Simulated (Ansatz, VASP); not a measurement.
## One calculation of ZnS, two programs

```
CELL_PARAMETERS angstrom
3.80672 0.00000 0.00000
-1.90336 3.29672 0.00000
0.00000 0.00000 6.24574
ATOMIC_POSITIONS crystal
Zn 0.23050 0.61525 0.98599
Zn 0.66667 0.33333 0.50539
S 0.33333 0.66667 0.37961
S 0.66667 0.33333 0.87961
```

Alike in both runs: task single point; functional r2SCAN; k mesh 6 × 6 × 4; occupations gaussian, width 0.05 eV; no spin polarisation.

|  | VASP | Ansatz |
| --- | --- | --- |
| version | VASP 6.6.1 | Ansatz 0.2.0 |
| potentials or method | VASP PAW PBE potentials, release 64 (Zn, S), cutoff 520 eV | scalar-relativistic, plane waves, PAW |
| valence electrons in the cell | 36 | 36 |

```tsv
	VASP	Ansatz	Ansatz less VASP
gap on the k mesh at the Fermi level (eV)	2.71	2.70	-0.009
least direct gap on the mesh (eV)	2.71	2.70	-0.009
pressure (GPa)	3.9	3.8	-0.15
traceless stress, the component that is largest in VASP (GPa)	6.55	6.43	-0.116
rms of the force components (eV/Å)	2.012	1.987	-0.0249
```

VASP's potentials were made for PBE, not for r2SCAN. Atom by atom the forces differ by 0.025 eV/Å (rms over components). With one functional, cell and mesh, what is left measures potentials, basis and numerics.
